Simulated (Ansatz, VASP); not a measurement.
One calculation of ZrB2W3, two programs

The input INCAR:

```
SYSTEM = ZrB2W3
PREC = Accurate
ENCUT = 600
EDIFF = 1E-6
ISMEAR = 0
SIGMA = 0.1
LREAL = .FALSE.
LASPH = .TRUE.
NELM = 100
ALGO = Fast
ISIF = 3
LWAVE = .FALSE.
LCHARG = .FALSE.
GGA = PE
IBRION = 2
NSW = 90
EDIFFG = -0.04
```

KPOINTS

```
Automatic mesh
0
G
  6 6 4
  0 0 0
```

File POSCAR:

```
ZrB2W3
1.0
    4.1332828000      0.0000000000      0.0000000000
   -2.0666414000      3.5795279100      0.0000000000
    0.0000000000      0.0000000000      6.6359774200
Zr B W
1 2 3
Direct
    0.0000000000      0.0000000000      0.0000000000
    0.6666666700      0.3333333300      0.7436280300
    0.3333333300      0.6666666700      0.2563719700
    0.6666666700      0.3333333300      0.3575947000
    0.3333333300      0.6666666700      0.6424053000
    0.0000000000      0.0000000000      0.5000000000
```

Input for Ansatz:

```yaml
crystal:
  lattice:
    - [4.1332828, 0.0, 0.0]
    - [-2.0666414, 3.57952791, 0.0]
    - [0.0, 0.0, 6.63597742]
  atoms:
    - { symbol: Zr, position: [0.0, 0.0, 0.0] }
    - { symbol: B, position: [0.66666667, 0.33333333, 0.74362803] }
    - { symbol: B, position: [0.33333333, 0.66666667, 0.25637197] }
    - { symbol: W, position: [0.66666667, 0.33333333, 0.3575947] }
    - { symbol: W, position: [0.33333333, 0.66666667, 0.6424053] }
    - { symbol: W, position: [0.0, 0.0, 0.5] }
basis:
  ecutwfc: 420
kpoints:
  mp_grid: { grid: [6, 6, 4] }
hamiltonian:
  xc: pbe
scf:
  occupations: { method: gaussian, width: 0.1 }
  lower_state_search: "off"
output:
  forces: true
  stress: true
  eigenvalues: true
relax:
  adjacent_minimum: "off"
  f_tol: 0.04
  max_steps: 70
  cell: { stress_tol: 0.4 }
```

Change from the starting cell: species swapped into the Li3LaBi2 type (P-3m1, No. 164).

Alike in both runs: task relaxation of cell and atoms; functional PBE; k mesh 6 × 6 × 4; occupations gaussian, width 0.1 eV; no spin polarisation.

```csv
,VASP,Ansatz
version,VASP 6.6.1,Ansatz 0.2.0
potentials or method,"VASP PAW PBE potentials, release 64 (Zr_sv, B, W_sv), cutoff 600 eV","scalar-relativistic, plane waves, PAW"
valence electrons in the cell,60,60
```

```tsv
	VASP	Ansatz	Ansatz less VASP
gap on the k mesh at the Fermi level, each at its own relaxed structure (eV)	none	none	-
relaxed volume (Å³/atom)	14.48	14.46	-0.018
relaxed length of the cell vector where the two differ most in proportion (Å)	5.964	5.958	-0.0063
```

A gap of «none» marks a metal or a gap that the smearing closes.

Neither program's run includes spin-orbit coupling.
